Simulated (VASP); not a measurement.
# Hf (Im-3m) in VASP: further runs

Runs on Hf. Level: PBE. Tasks: single point.

Everything below comes from runs of VASP 6.6.1. Logs are shortened: lines on timing, memory, paths and dates and some standing lists are left out, and cuts for length are marked.

### 1 The cell of the first run

It takes space group Im-3m (No. 229, cubic). The conventional cell has a = 3.595 Å, b = 3.595 Å, c = 3.595 Å, α = 90.00°, β = 90.00°, γ = 90.00°. Within 4.1 Å of Hf (site symmetry m-3m) lie 14 Hf at 3.11 to 3.59 Å.

### 2 Single point, PBE (volume scaled by 1.04)

Input file INCAR:

```
PREC = Accurate
ENCUT = 520
EDIFF = 1E-7
ISMEAR = -1
SIGMA = 0.1
LREAL = False
LASPH = True
NELM = 60
ALGO = Normal
ISIF = 2
LWAVE = False
LCHARG = True
GGA = PE
LELF = True
LVHAR = True
NBANDS = 11
```

Input file KPOINTS:

```
regular mesh
0
Gamma
  14 14 14
```

Input file POSCAR:

```
Hf
1.0
   -1.7972850632      1.7972850632      1.7972850632
    1.7972850632     -1.7972850632      1.7972850632
    1.7972850632      1.7972850632     -1.7972850632
Hf
1
Direct
    0.0000000000      0.0000000000      0.0000000000
```

Potentials or basis: VASP PAW PBE potentials, release 64 (Hf_pv).

On the command line:

```sh
$ cat potpaw_PBE.64/Hf_pv/POTCAR > POTCAR
$ mpirun -np 1 vasp_std > vasp.out
```

OUTCAR:

```text
PREC = Accurate
   ENCUT = 520
   EDIFF = 1E-7
   ISMEAR = -1
   LREAL = False
   LASPH = True
   NELM = 60
   ISIF = 2
   GGA = PE

 ion  position               nearest neighbor table
   1  0.000  0.000  0.000-

  LATTYP: Found a body centered cubic cell.
 ALAT       =     3.5945701264

  Lattice vectors:

 A1 = (  -1.7972850632,   1.7972850632,   1.7972850632)
 A2 = (   1.7972850632,  -1.7972850632,   1.7972850632)
 A3 = (   1.7972850632,   1.7972850632,  -1.7972850632)

Analysis of symmetry for initial positions (statically):
=====================================================================
 Subroutine PRICEL returns:
 Original cell was already a primitive cell.

 Routine SETGRP: Setting up the symmetry group for a
 body centered cubic supercell.

 Subroutine GETGRP returns: Found 48 space group operations
 (whereof 48 operations were pure point group operations)
 out of a pool of 48 trial point group operations.

The static configuration has the point symmetry O_h .

Analysis of symmetry for dynamics (positions and initial velocities):
=====================================================================
 Subroutine PRICEL returns:
 Original cell was already a primitive cell.

 Routine SETGRP: Setting up the symmetry group for a
 body centered cubic supercell.

 Subroutine GETGRP returns: Found 48 space group operations
 (whereof 48 operations were pure point group operations)
 out of a pool of 48 trial point group operations.

The dynamic configuration has the point symmetry O_h .

 Subroutine INISYM returns: Found 48 space group operations
 (whereof 48 operations are pure point group operations),
 and found     1 'primitive' translations

----------------------------------------------------------------------------------------

                                     Primitive cell

  volume of cell :      23.2226

  direct lattice vectors                    reciprocal lattice vectors
    -1.797285063  1.797285063  1.797285063     0.000000000  0.278197382  0.278197382
     1.797285063 -1.797285063  1.797285063     0.278197382  0.000000000  0.278197382
     1.797285063  1.797285063 -1.797285063     0.278197382  0.278197382  0.000000000

  length of vectors
     3.112989045  3.112989045  3.112989045     0.393430511  0.393430511  0.393430511

  position of ions in fractional coordinates (direct lattice)
     0.000000000  0.000000000  0.000000000

  ion indices of the primitive-cell ions
   primitive index   ion index
                 1           1

----------------------------------------------------------------------------------------

 KPOINTS: regular mesh

Automatic generation of k-mesh.
 Grid dimensions read from file:
 generate k-points for:   14   14   14

 Generating k-lattice:

  Cartesian coordinates                     Fractional coordinates (reciprocal lattice)
     0.000000000  0.019871242  0.019871242     0.071428571  0.000000000  0.000000000
     0.019871242  0.000000000  0.019871242     0.000000000  0.071428571  0.000000000
     0.019871242  0.019871242  0.000000000     0.000000000  0.000000000  0.071428571

  Length of vectors
     0.028102179  0.028102179  0.028102179

  Shift w.r.t. Gamma in fractional coordinates (k-lattice)
     0.000000000  0.000000000  0.000000000

 Subroutine IBZKPT returns following result:
 ===========================================

 Found    104 irreducible k-points:

 Following reciprocal coordinates:
            Coordinates               Weight
  0.000000  0.000000  0.000000      1.000000
  0.071429  0.000000  0.000000     12.000000
  0.142857  0.000000  0.000000     12.000000
  0.214286  0.000000  0.000000     12.000000
  0.285714  0.000000  0.000000     12.000000
  0.357143  0.000000  0.000000     12.000000
[... 16 lines left out ...]
  0.285714  0.285714  0.000000     24.000000
  0.357143  0.285714  0.000000     24.000000
 [... further k-points ...]
   k-points           NKPTS =    104   k-points in BZ     NKDIM =    104   number of bands    NBANDS=     11
   number of dos      NEDOS =    301   number of ions     NIONS =      1
   total plane-waves  NPLWV =  13824
   dimension x,y,z NGX =    24 NGY =   24 NGZ =   24
   dimension x,y,z NGXF=    48 NGYF=   48 NGZF=   48
   ions per type =               1
   NGX,Y,Z   is equivalent  to a cutoff of  12.82, 12.82, 12.82 a.u.
   NGXF,Y,Z  is equivalent  to a cutoff of  25.63, 25.63, 25.63 a.u.
 SYSTEM =  unknown system
   PREC   = accura    normal or accurate (medium, high low for compatibility)
   ISTART =      0    job   : 0-new  1-cont  2-samecut
   ICHARG =      2    charge: 1-file 2-atom 10-const
   ISPIN  =      1    spin polarized calculation?
   LNONCOLLINEAR =      F non collinear calculations
   LSORBIT =      F    spin-orbit coupling
   LASPH  =      T    aspherical Exc in radial PAW
   ENCUT  =  520.0 eV  38.22 Ry    6.18 a.u.   5.79  5.79  5.79*2*pi/ulx,y,z
   NELM   =     60;   NELMIN=  2; NELMDL= -5     # of ELM steps
   EDIFF  = 0.1E-06   stopping-criterion for ELM
   LREAL  =      F    real-space projection
   EDIFFG = 0.1E-05   stopping-criterion for IOM
   NSW    =      0    number of steps for IOM
   IBRION =     -1    ionic relax: 0-MD 1-quasi-New 2-CG
   NFREE  =      0    steps in history (QN), initial steepest desc. (CG)
   ISIF   =      2    stress and relaxation
   ISYM   =      2    0-nonsym 1-usesym 2-fastsym
   POTIM  = 0.5000    time-step for ionic-motion
   TEBEG  =    0.0;   TEEND  =   0.0 temperature during run
   PSTRESS=    0.0 pullay stress
   NELECT =      10.0000    total number of electrons
   NUPDOWN=      -1.0000    fix difference up-down
   EMIN   =  10.00;   EMAX   =-10.00  energy-range for DOS
   EFERMI =   0.00;   METHOD = LEGACY
   ISMEAR =    -1;   SIGMA  =   0.10  broadening in eV -4-tet -1-fermi 0-gaus
   EFERMI_NEDOS =   21; number of points for ismear=-14 and -15
   IALGO  =     38    algorithm
   IMIX   =      4    mixing-type and parameters
     AMIX     =   0.40;   BMIX     =  1.00
     AMIX_MAG =   1.60;   BMIX_MAG =  1.00
  volume/ion in A,a.u.               =      23.22       156.71
  Fermi-wavevector in a.u.,A,eV,Ry     =   1.236245  2.336164 20.793806  1.528302
  Thomas-Fermi vector in A             =   2.370861
   LORBIT       =      0    0 simple, 1 ext, 2 COOP (PROOUT), +10 PAW based schemes
   GGA     = PE    functional components
   LHFCALC =     F    Hartree Fock is set to
   AEXX    =    0.0000 exact exchange contribution
   IVDW    =     0    specifies the selected vdW correction
   LEPSILON=     F    determine dielectric tensor
   LRPA    =     F    only Hartree local field effects (RPA)
 non-spin polarized calculation
  energy-cutoff  :      520.00
  volume of cell :       23.22
 maximum number of plane-waves:       642
   NGX = 11   NGY = 11   NGZ = 11

 number of electron      10.0000002 magnetization

 Free energy of the ion-electron system (eV)
  ---------------------------------------------------
  ext. energy  EPLUGINS =         0.00000000
  ---------------------------------------------------
  free energy    TOTEN  =        -9.76355036 eV

  energy without entropy =       -9.69567948  energy(sigma->0) =       -9.72961492

 E-fermi :   4.3249     XC(G=0): -11.1155

 val. band max:        4.3232386791   @ k =   0.3571   0.2143  -0.0000
 cond. band min:       4.3279950606   @ k =   0.2857   0.0714   0.0000
 fundamental gap:      0.0047563815
 Fermi energy:         4.3249315352

 k-point     1 :       0.0000    0.0000    0.0000
  band No.  band energies     occupation
      1     -25.6527      2.00000
      2     -25.6527      2.00000
      3     -25.6527      2.00000
      4      -2.5875      2.00000
      5       5.8253      0.00000
      6       5.8253      0.00000
      7       5.8253      0.00000
      8       8.4987      0.00000
      9       8.4987      0.00000
     10      17.4346      0.00000
     11      17.4346      0.00000

 k-point     2 :       0.0714    0.0000    0.0000
  band No.  band energies     occupation
      1     -25.6907      2.00000
      2     -25.6647      2.00000
      3     -25.6528      2.00000
      4      -2.4069      2.00000
      5       5.6990      0.00000
      6       5.7751      0.00000
      7       6.0023      0.00000
      8       8.2996      0.00000
      9       8.4973      0.00000
     10      17.4663      0.00000
     11      17.6034      0.00000

 k-point     3 :       0.1429    0.0000    0.0000
  band No.  band energies     occupation
      1     -25.7956      2.00000
      2     -25.6980      2.00000
      3     -25.6531      2.00000
      4      -1.8885      2.00000
      5       5.3697      0.00006
      6       5.5507      0.00001
      7       6.5256      0.00000
      8       7.9851      0.00000
      9       8.5111      0.00000
     10      17.4509      0.00000
     11      17.9443      0.00000

 k-point     4 :       0.2143    0.0000    0.0000
  band No.  band energies     occupation
      1     -25.9438      2.00000
      2     -25.7459      2.00000
      3     -25.6536      2.00000
      4      -1.1070      2.00000
      5       4.9453      0.00404
      6       5.1124      0.00076
      7       7.3708      0.00000
      8       7.9336      0.00000
      9       8.5787      0.00000
     10      17.4468      0.00000
     11      17.8352      0.00000

 k-point     5 :       0.2857    0.0000    0.0000
  band No.  band energies     occupation
      1     -26.1037      2.00000
      2     -25.7984      2.00000
      3     -25.6542      2.00000
      4      -0.2105      2.00000
      5       4.5278      0.23248
      6       4.7006      0.04566
      7       8.1210      0.00000
      8       8.4897      0.00000
      9       8.7280      0.00000
     10      16.9075      0.00000
     11      17.3331      0.00000

 k-point     6 :       0.3571    0.0000    0.0000
  band No.  band energies     occupation
      1     -26.2439      2.00000
      2     -25.8453      2.00000
      3     -25.6547      2.00000
      4       0.5533      2.00000
      5       4.1886      1.59272
      6       4.6324      0.08830
      7       8.3308      0.00000
      8       8.9493      0.00000
      9       9.7845      0.00000
     10      15.7130      0.00000
     11      15.7893      0.00000

 k-point     7 :       0.4286    0.0000    0.0000
  band No.  band energies     occupation
      1     -26.3390      2.00000
      2     -25.8774      2.00000
      3     -25.6551      2.00000
      4       0.9625      2.00000
      5       3.9704      1.94390
      6       4.9833      0.00276
      7       8.3709      0.00000
      8       9.1725      0.00000
      9      11.0184      0.00000
     10      14.4550      0.00000
     11      14.9476      0.00000

 k-point     8 :       0.5000    0.0000    0.0000
  band No.  band energies     occupation
      1     -26.3725      2.00000
      2     -25.8888      2.00000
      3     -25.6553      2.00000
      4       1.0668      2.00000
      5       3.8954      1.97310
      6       5.2580      0.00018
      7       8.3087      0.00000
      8       9.2722      0.00000
      9      11.6058      0.00000
     10      14.0008      0.00000
     11      14.6322      0.00000
[... 141 lines left out ...]
 k-point    19 :       0.4286    0.1429    0.0000
  band No.  band energies     occupation
      1     -26.3268      2.00000
      2     -25.9354      2.00000
      3     -25.7021      2.00000
      4       1.5937      2.00000
      5       3.9096      1.96905
      6       4.7479      0.02871
      7       8.1300      0.00000
      8       9.4113      0.00000
      9      12.1609      0.00000
     10      13.0964      0.00000
     11      15.6213      0.00000

 k-point    20 :       0.2143    0.2143    0.0000
  band No.  band energies     occupation
      1     -26.2046      2.00000
      2     -25.8786      2.00000
      3     -25.7153      2.00000
      4       1.1037      2.00000
      5       3.9159      1.96709
      6       4.3992      0.64463
      7       7.8843      0.00000
      8       9.1632      0.00000
      9      10.3487      0.00000
     10      15.0828      0.00000
     11      17.4579      0.00000

 k-point    21 :       0.2857    0.2143    0.0000
  band No.  band energies     occupation
      1     -26.2514      2.00000
      2     -25.9504      2.00000
      3     -25.7251      2.00000
      4       1.8158      2.00000
      5       3.7490      1.99371
      6       4.3211      1.01918
      7       8.1448      0.00000
      8       9.1210      0.00000
      9      11.6610      0.00000
     10      13.6016      0.00000
     11      16.9031      0.00000

 k-point    22 :       0.3571    0.2143   -0.0000
  band No.  band energies     occupation
      1     -26.2709      2.00000
      2     -25.9977      2.00000
      3     -25.7290      2.00000
      4       2.1278      2.00000
      5       3.8181      1.98749
      6       4.3232      1.00846
      7       8.2430      0.00000
      8       9.2675      0.00000
      9      12.4111      0.00000
     10      12.7478      0.00000
     11      16.0551      0.00000

 k-point    23 :       0.2857    0.2857    0.0000
  band No.  band energies     occupation
      1     -26.2317      2.00000
      2     -26.0400      2.00000
      3     -25.7383      2.00000
      4       2.4703      2.00000
      5       3.6199      1.99827
      6       4.1704      1.64835
      7       8.4588      0.00000
      8       9.0270      0.00000
      9      12.1754      0.00000
     10      13.0140      0.00000
     11      16.0504      0.00000

 k-point    24 :       0.3571    0.2857    0.0000
  band No.  band energies     occupation
      1     -26.2038      2.00000
      2     -26.0936      2.00000
      3     -25.7422      2.00000
      4       2.7141      2.00000
      5       3.7297      1.99481
      6       3.9672      1.94562
      7       8.6230      0.00000
      8       9.0967      0.00000
      9      11.4775      0.00000
     10      13.8887      0.00000
     11      15.2696      0.00000

 [... further k-points ...]
[... 5 lines left out ...]
  --------------------------------------------------------------------------------------
  -------------------------------------------------------------------------------------
  Total       -0.5688732     -0.5688732     -0.5688732      0.0000000      0.0000000      0.0000000
  in kB      -39.2477874    -39.2477874    -39.2477874      0.0000000      0.0000000      0.0000000
  external PRESSURE =     -39.2477874 kB  Pullay stress =       0.0000000 kB

 VOLUME and BASIS-vectors are now :
 -----------------------------------------------------------------------------
  energy-cutoff  :      520.00
  volume of cell :       23.22
      direct lattice vectors                 reciprocal lattice vectors
    -1.797285063  1.797285063  1.797285063     0.000000000  0.278197382  0.278197382
     1.797285063 -1.797285063  1.797285063     0.278197382  0.000000000  0.278197382
     1.797285063  1.797285063 -1.797285063     0.278197382  0.278197382  0.000000000

 POSITION                                       TOTAL-FORCE (eV/Angst)
 -----------------------------------------------------------------------------------
      0.00000      0.00000      0.00000         0.000000      0.000000      0.000000
 -----------------------------------------------------------------------------------
    total drift:                               -0.000000     -0.000000     -0.000000

  FREE ENERGIE OF THE ION-ELECTRON SYSTEM (eV)
  ---------------------------------------------------
  free  energy   TOTEN  =        -9.7635503606 eV

  energy  without entropy=       -9.6956794803  energy(sigma->0) =       -9.72961492
```

Run time: 12 s. Hardware: 1 thread of AMD EPYC 9R45 (Zen 5), shared host; peak memory 0.12 GiB.

What came out:

```yaml
Free_energy: -9.7636 eV
Pressure: -3.9 GPa
Band_gap_on_the_k_mesh: zero (band 5 reaches 5.83 eV, above the bottom of band 6 at 3.59 eV)
```

Caveat: spin-orbit coupling is left out, which moves the levels of the heavy elements.

(Continued in part 2 of 2.)
